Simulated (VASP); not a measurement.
Here is a VASP 6.6.1 calculation.

Contents of INCAR:

```
SYSTEM = LiY3
PREC = Accurate
ENCUT = 600
EDIFF = 1E-6
ISMEAR = 0
SIGMA = 0.05
LREAL = .False.
LASPH = .True.
NELM = 100
ALGO = Normal
ISIF = 3
LWAVE = .False.
LCHARG = .False.
GGA = CA
IBRION = 2
NSW = 50
EDIFFG = -0.01
```

Contents of KPOINTS:

```
regular mesh
0
Gamma
  9 9 9
  0 0 0
```

File POSCAR:

```
LiY3
1.0
    4.9225000000      0.0000000000      0.0000000000
    0.0000000000      4.9225000000      0.0000000000
    0.0000000000      0.0000000000      4.9225000000
Li Y
1 3
Direct
    0.0000000000      0.0000000000      0.0000000000
    0.0000000000      0.5000000000      0.5000000000
    0.5000000000      0.0000000000      0.5000000000
    0.5000000000      0.5000000000      0.0000000000
```

Potentials or basis: VASP PAW LDA potentials, release 64 (Li_sv, Y_sv).

The run is started by

```console
$ cat potpaw_LDA.64/Li_sv/POTCAR potpaw_LDA.64/Y_sv/POTCAR > POTCAR
$ mpirun -np 1 vasp_std > vasp.out
```

Problem. Estimate the space group after relaxing (to 0.1 Å).

Solution. Pm-3m (No. 221).

Problem. Predict the band gap on the k mesh.

Solution. Zero (bands 18 and 19 overlap by 1.12 eV).

Problem. Predict the relaxed cell.

Solution. a = 4.755 Å, b = 4.755 Å, c = 4.755 Å, α = 90.00°, β = 90.00°, γ = 90.00°.

Step by step:
```csv
step,energy change (eV),largest force (eV/Å),pressure (GPa),volume (Å³)
1,0.0000,0.0000,-3.22,119.28
2,-0.1230,0.0000,-0.58,109.24
3,-0.1258,0.0000,0.03,107.48
```

Caveat: the cutoff is under 1.25 times the usual one of these potentials, so pressure, stress and relaxed cells hold a basis-set (Pulay) error.
